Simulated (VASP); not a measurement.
# MoS2 (P6_3/mmc) in VASP: further runs, part 2 of 3

VASP 6.6.1. The steps go on from the part before.

## (3) Single point, PBEsol (volume 15.759 Å^3 an atom, c/a of the conventional cell 3.5873)

INCAR reads:

```
SYSTEM = MoS2
PREC = Accurate
ENCUT = 520
EDIFF = 1E-6
ISMEAR = 1
SIGMA = 0.2
LREAL = .False.
LASPH = .True.
NELM = 100
ALGO = Normal
ISIF = 2
LWAVE = .False.
LCHARG = .True.
GGA = PS
LELF = .True.
LVHAR = .True.
NBANDS = 35
```

KPOINTS reads:

```
regular mesh
0
Gamma
  12 12 4
  0 0 0
```

POSCAR reads:

```
MoS2
1.0
    3.1221986065      0.0000000000      0.0000000000
   -1.5610993033      2.7039033089      0.0000000000
    0.0000000000      0.0000000000     11.2002630612
Mo S
2 4
Direct
    0.3333333333      0.6666666667      0.2500000000
    0.6666666667      0.3333333333      0.7500000000
    0.3333333333      0.6666666667      0.6259932117
    0.6666666667      0.3333333333      0.1259932117
    0.3333333333      0.6666666667      0.8740067883
    0.6666666667      0.3333333333      0.3740067883
```

Potentials or basis: VASP PAW PBE potentials, release 64 (Mo_sv, S).

Started as:

```sh
> cat potpaw_PBE.64/Mo_sv/POTCAR potpaw_PBE.64/S/POTCAR > POTCAR
> mpirun -np 1 vasp_std > vasp.out
```

OUTCAR:

```text
SYSTEM = MoS2
   PREC = Accurate
   ENCUT = 520
   EDIFF = 1E-6
   ISMEAR = 1
   LREAL = .False.
   LASPH = .True.
   NELM = 100
   ISIF = 2
   GGA = PS

 ion  position               nearest neighbor table
   1  0.333  0.667  0.250-   4 2.28   6 2.28   4 2.28   6 2.28   4 2.28   6 2.28
   2  0.667  0.333  0.750-   3 2.28   5 2.28   3 2.28   5 2.28   3 2.28   5 2.28
   3  0.333  0.667  0.626-   2 2.28   2 2.28   2 2.28   5 2.78
   4  0.667  0.333  0.126-   1 2.28   1 2.28   1 2.28   6 2.78
   5  0.333  0.667  0.874-   2 2.28   2 2.28   2 2.28   3 2.78
   6  0.667  0.333  0.374-   1 2.28   1 2.28   1 2.28   4 2.78

  LATTYP: Found a hexagonal cell.
 ALAT       =     3.1221986065
 C/A-ratio  =     3.5873000000

  Lattice vectors:

 A1 = (   3.1221986065,   0.0000000000,   0.0000000000)
 A2 = (  -1.5610993033,   2.7039033089,   0.0000000000)
 A3 = (   0.0000000000,   0.0000000000,  11.2002630612)

Analysis of symmetry for initial positions (statically):
=====================================================================
 Subroutine PRICEL returns:
 Original cell was already a primitive cell.

 Routine SETGRP: Setting up the symmetry group for a
 hexagonal supercell.

 Subroutine GETGRP returns: Found 24 space group operations
 (whereof 12 operations were pure point group operations)
 out of a pool of 24 trial point group operations.

The static configuration has the point symmetry D_3d.
 The point group associated with its full space group is D_6h.

Analysis of symmetry for dynamics (positions and initial velocities):
=====================================================================
 Subroutine PRICEL returns:
 Original cell was already a primitive cell.

 Routine SETGRP: Setting up the symmetry group for a
 hexagonal supercell.

 Subroutine GETGRP returns: Found 24 space group operations
 (whereof 12 operations were pure point group operations)
 out of a pool of 24 trial point group operations.

The dynamic configuration has the point symmetry D_3d.
 The point group associated with its full space group is D_6h.

 Subroutine INISYM returns: Found 24 space group operations
 (whereof 12 operations are pure point group operations),
 and found     1 'primitive' translations

----------------------------------------------------------------------------------------

                                     Primitive cell

  volume of cell :      94.5540

  direct lattice vectors                    reciprocal lattice vectors
     3.122198607  0.000000000  0.000000000     0.320287120  0.184917855  0.000000000
    -1.561099303  2.703903309  0.000000000     0.000000000  0.369835710  0.000000000
     0.000000000  0.000000000 11.200263061     0.000000000  0.000000000  0.089283617

  length of vectors
     3.122198607  3.122198607 11.200263061     0.369835710  0.369835710  0.089283617

  position of ions in fractional coordinates (direct lattice)
     0.333333333  0.666666667  0.250000000
     0.666666667  0.333333333  0.750000000
     0.333333333  0.666666667  0.625993212
     0.666666667  0.333333333  0.125993212
     0.333333333  0.666666667  0.874006788
     0.666666667  0.333333333  0.374006788

  ion indices of the primitive-cell ions
   primitive index   ion index
                 1           1
                 2           2
[... 27 lines left out ...]
 ===========================================

 Found     57 irreducible k-points:

 Following reciprocal coordinates:
            Coordinates               Weight
  0.000000  0.000000  0.000000      1.000000
  0.083333  0.000000  0.000000      6.000000
  0.166667  0.000000  0.000000      6.000000
  0.250000  0.000000  0.000000      6.000000
  0.333333  0.000000  0.000000      6.000000
  0.416667  0.000000  0.000000      6.000000
[... 16 lines left out ...]
  0.250000  0.000000  0.250000     12.000000
  0.333333  0.000000  0.250000     12.000000
 [... further k-points ...]
   k-points           NKPTS =     57   k-points in BZ     NKDIM =     57   number of bands    NBANDS=     35
   number of dos      NEDOS =    301   number of ions     NIONS =      6
   total plane-waves  NPLWV =  48384
   dimension x,y,z NGX =    24 NGY =   24 NGZ =   84
   dimension x,y,z NGXF=    48 NGYF=   48 NGZF=  168
   ions per type =               2   4
   NGX,Y,Z   is equivalent  to a cutoff of  12.78, 12.78, 12.47 a.u.
   NGXF,Y,Z  is equivalent  to a cutoff of  25.56, 25.56, 24.94 a.u.
 SYSTEM =  MoS2
   PREC   = accura    normal or accurate (medium, high low for compatibility)
   ISTART =      0    job   : 0-new  1-cont  2-samecut
   ICHARG =      2    charge: 1-file 2-atom 10-const
   ISPIN  =      1    spin polarized calculation?
   LNONCOLLINEAR =      F non collinear calculations
   LSORBIT =      F    spin-orbit coupling
   LASPH  =      T    aspherical Exc in radial PAW
   ENCUT  =  520.0 eV  38.22 Ry    6.18 a.u.   5.81  5.81 20.83*2*pi/ulx,y,z
   NELM   =    100;   NELMIN=  2; NELMDL= -5     # of ELM steps
   EDIFF  = 0.1E-05   stopping-criterion for ELM
   LREAL  =      F    real-space projection
   EDIFFG = 0.1E-04   stopping-criterion for IOM
   NSW    =      0    number of steps for IOM
   IBRION =     -1    ionic relax: 0-MD 1-quasi-New 2-CG
   NFREE  =      0    steps in history (QN), initial steepest desc. (CG)
   ISIF   =      2    stress and relaxation
   ISYM   =      2    0-nonsym 1-usesym 2-fastsym
   POTIM  = 0.5000    time-step for ionic-motion
   TEBEG  =    0.0;   TEEND  =   0.0 temperature during run
   PSTRESS=    0.0 pullay stress
   NELECT =      52.0000    total number of electrons
   NUPDOWN=      -1.0000    fix difference up-down
   EMIN   =  10.00;   EMAX   =-10.00  energy-range for DOS
   EFERMI =   0.00;   METHOD = LEGACY
   ISMEAR =     1;   SIGMA  =   0.20  broadening in eV -4-tet -1-fermi 0-gaus
   EFERMI_NEDOS =   21; number of points for ismear=-14 and -15
   IALGO  =     38    algorithm
   IMIX   =      4    mixing-type and parameters
     AMIX     =   0.40;   BMIX     =  1.00
     AMIX_MAG =   1.60;   BMIX_MAG =  1.00
  volume/ion in A,a.u.               =      15.76       106.35
  Fermi-wavevector in a.u.,A,eV,Ry     =   1.341269  2.534631 24.476926  1.799003
  Thomas-Fermi vector in A             =   2.469516
   LORBIT       =      0    0 simple, 1 ext, 2 COOP (PROOUT), +10 PAW based schemes
   GGA     = PS    functional components
   LHFCALC =     F    Hartree Fock is set to
   AEXX    =    0.0000 exact exchange contribution
   IVDW    =     0    specifies the selected vdW correction
   LEPSILON=     F    determine dielectric tensor
   LRPA    =     F    only Hartree local field effects (RPA)
 non-spin polarized calculation
 Methfessel and Paxton  Order N= 1 SIGMA  =   0.20
  energy-cutoff  :      520.00
  volume of cell :       94.55
 maximum number of plane-waves:      2572
 NGX is ok and might be reduce to    24
   NGX = 11   NGY = 11   NGZ = 41

 number of electron      52.0000005 magnetization

 Free energy of the ion-electron system (eV)
  ---------------------------------------------------
  ext. energy  EPLUGINS =         0.00000000
  ---------------------------------------------------
  free energy    TOTEN  =       -45.40775010 eV

  energy without entropy =      -45.40691618  energy(sigma->0) =      -45.40747213

 E-fermi :   9.5862     XC(G=0): -11.5907

 val. band max:        9.5583392497   @ k =   0.0833   0.0000   0.0000
 cond. band min:       9.6954734803   @ k =   0.0000   0.0000   0.5000
 fundamental gap:      0.1371342306
 Fermi energy:         9.5862192136

 k-point     1 :       0.0000    0.0000    0.0000
  band No.  band energies     occupation
      1     -52.2588      2.00000
      2     -52.2588      2.00000
      3     -26.5447      2.00000
      4     -26.5442      2.00000
      5     -26.3199      2.00000
      6     -26.3199      2.00000
[... 901 lines left out ...]
     34      13.4914     -0.00000
     35      15.8409      0.00000

 [... further k-points ...]
[... 5 lines left out ...]
  --------------------------------------------------------------------------------------
  -------------------------------------------------------------------------------------
  Total       11.5629490     11.5629490     25.0417770     -0.0000000      0.0000000      0.0000000
  in kB      195.9292546    195.9292546    424.3222641     -0.0000000      0.0000000      0.0000000
  external PRESSURE =     272.0602578 kB  Pullay stress =       0.0000000 kB

 VOLUME and BASIS-vectors are now :
 -----------------------------------------------------------------------------
  energy-cutoff  :      520.00
  volume of cell :       94.55
      direct lattice vectors                 reciprocal lattice vectors
     3.122198607  0.000000000  0.000000000     0.320287120  0.184917855  0.000000000
    -1.561099303  2.703903309  0.000000000     0.000000000  0.369835710  0.000000000
     0.000000000  0.000000000 11.200263061     0.000000000  0.000000000  0.089283617

 POSITION                                       TOTAL-FORCE (eV/Angst)
 -----------------------------------------------------------------------------------
     -0.00000      1.80260      2.80007         0.000000     -0.000000      0.000000
      1.56110      0.90130      8.40020         0.000000      0.000000      0.000000
     -0.00000      1.80260      7.01129        -0.000000      0.000000     -4.080719
      1.56110      0.90130      1.41116         0.000000      0.000000     -4.080719
     -0.00000      1.80260      9.78911        -0.000000      0.000000      4.080719
      1.56110      0.90130      4.18897        -0.000000      0.000000      4.080719
 -----------------------------------------------------------------------------------
    total drift:                               -0.000000      0.000000     -0.000000

  FREE ENERGIE OF THE ION-ELECTRON SYSTEM (eV)
  ---------------------------------------------------
  free  energy   TOTEN  =       -45.4077501036 eV

  energy  without entropy=      -45.4069161772  energy(sigma->0) =      -45.40747213
```

Wall time 2.1 min (1 thread of Intel Xeon Platinum 8488C (Sapphire Rapids), shared host); peak memory 0.29 GiB.

Results:

| Quantity | Value |
| --- | --- |
| Free energy | -45.4078 eV |
| Pressure | 27.2 GPa |
| Largest force | 4.081 eV/Å |
| Band gap on the k mesh | zero (band 26 reaches 9.97 eV, above the bottom of band 27 at 9.53 eV) |

Forces on the atoms (eV/Å):
```
Mo   0.000  0.000  0.000
Mo   0.000  0.000  0.000
S    0.000  0.000 -4.081
S    0.000  0.000 -4.081
S    0.000  0.000  4.081
S    0.000  0.000  4.081
```

Caveat: the PAW data sets were made with another functional, which shifts forces and pressure a little.

[end of part 2 of 3]
